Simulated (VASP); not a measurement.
MgCd2S3: single point with PBE

MgCd2S3:

```
Mg Cd S
1.0
     4.14860    0.00000    0.00000
    -2.07430    3.59279    0.00000
     0.00000    0.00000   20.16663
Mg Cd S
2 4 6
Direct
  0.66667 0.33333 0.50220
  0.66667 0.33333 0.83133
  0.33333 0.66667 0.99755
  0.33333 0.66667 0.33950
  0.33333 0.66667 0.66871
  0.66667 0.33333 0.16831
  0.33333 0.66667 0.12495
  0.33333 0.66667 0.46688
  0.33333 0.66667 0.79600
  0.66667 0.33333 0.29578
  0.66667 0.33333 0.62483
  0.66667 0.33333 0.95396
```

```
Program             : VASP 6.6.1
Task                : single point
Functional          : PBE
Potentials or basis : VASP PAW PBE potentials, release 64 (Mg, Cd, S)
Cutoff              : 520 eV
k mesh              : 6 × 6 × 1
Occupations         : gaussian, width 0.1 eV
Spin                : no spin polarisation
```

```yaml
Pressure: 0.2 GPa
Largest_force: 0.049 eV/Å
Band_gap_on_the_k_mesh: 1.53 eV
```

Forces on the atoms (eV/Å):
```
Mg   0.000  0.000  0.010
Mg   0.000  0.000  0.010
Cd   0.000  0.000  0.004
Cd   0.000  0.000  0.007
Cd   0.000  0.000  0.006
Cd   0.000  0.000  0.006
S    0.000  0.000 -0.005
S    0.000  0.000  0.034
S    0.000  0.000  0.034
S    0.000  0.000 -0.005
S    0.000  0.000 -0.049
S    0.000  0.000 -0.049
```

Levels at points of the mesh, in eV from the valence-band top:
```csv
k point,band 42,band 43,band 44,band 45,band 46,band 47
"(0.00, 0.00, 0.00)",-0.20,0.00,0.00,1.53,2.59,2.68
"(0.50, 0.00, 0.00)",-0.99,-0.98,-0.72,3.25,3.46,3.80
```

Wall time 2.3 min on 1 thread of Intel(R) Xeon(R) Platinum 8259CL CPU @ 2.50GHz (Skylake/Cascade Lake), with other jobs on the host, peak memory 0.42 GiB.
